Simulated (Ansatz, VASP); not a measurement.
# Pt in VASP and in Ansatz

```
Pt
1.0
     2.73297    0.00000    0.00000
    -1.36648    2.36682    0.00000
     0.00000    0.00000    4.90831
Pt
2
Direct
  0.66667 0.33333 0.75000
  0.33333 0.66667 0.25000
```

Change from the starting cell: strain +0.000 along x and y, +0.030 along z, atoms carried along.

Alike in both runs: task single point; functional r2SCAN; k mesh 24 × 24 × 12; occupations gaussian, width 0.15 eV; no spin polarisation.

|  | VASP | Ansatz |
| --- | --- | --- |
| version | VASP 6.6.1 | Ansatz 0.2.0 |
| potentials or method | VASP PAW PBE potentials, release 64 (Pt), cutoff 520 eV | scalar-relativistic, plane waves, PAW |
| valence electrons in the cell | 20 | 36 |

|  | VASP | Ansatz | Ansatz less VASP |
| --- | --- | --- | --- |
| gap on the k mesh at the Fermi level (eV) | none | none | - |
| pressure (GPa) | -5.5 | -6.1 | -0.54 |
| traceless stress, the component that is largest in VASP (GPa) | -3.68 | -3.38 | +0.302 |

VASP's potentials were made for PBE, not for r2SCAN. A gap of «none» marks a metal or a gap that the smearing closes. With one functional, cell and mesh, what is left measures potentials, basis and numerics. VASP's potentials hold 20 valence electrons a cell and Ansatz's 36, so a difference there can come from the potentials and not from the codes.

Neither program's run includes spin-orbit coupling.
